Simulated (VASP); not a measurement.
A run of VASP 6.6.1 is set up as follows.

File INCAR:

```
SYSTEM = BaZrO3
ALGO = Normal
EDIFF = 1E-7
ENCUT = 520
GGA = PS
ISIF = 2
ISMEAR = 0
LASPH = .True.
LCHARG = .True.
LELF = .True.
LREAL = .False.
LVHAR = .True.
LWAVE = .False.
NBANDS = 28
NELM = 60
PREC = Accurate
SIGMA = 0.01
```

KPOINTS

```
k-points
0
Gamma
  6 6 6
  0 0 0
```

Contents of POSCAR:

```
BaZrO3
1.0
    4.1913400000      0.0000000000      0.0000000000
    0.0000000000      4.1913400000      0.0000000000
    0.0000000000      0.0000000000      4.1913400000
Ba Zr O
1 1 3
Direct
    0.0000000000      0.0000000000      0.0000000000
    0.5000000000      0.5000000000      0.5000000000
    0.5000000000      0.5000000000      0.0000000000
    0.5000000000      0.0000000000      0.5000000000
    0.0000000000      0.5000000000      0.5000000000
```

Potentials or basis: VASP PAW PBE potentials, release 64 (Ba_sv, Zr_sv, O).

Command:

```bash
$ cat potpaw_PBE.64/Ba_sv/POTCAR potpaw_PBE.64/Zr_sv/POTCAR potpaw_PBE.64/O/POTCAR > POTCAR
$ mpirun -np 1 vasp_std > vasp.out
```

Problem. Estimate the band gap on the k mesh.

Solution. 3.11 eV, indirect (least direct gap 3.33 eV).

Problem. What does it give for the pressure?

Solution. -0.1 GPa.

Caveat: the PAW data sets were made with another functional, which shifts forces and pressure a little; spin-orbit coupling is left out, which moves the levels of the heavy elements. A k mesh can miss the band edges.
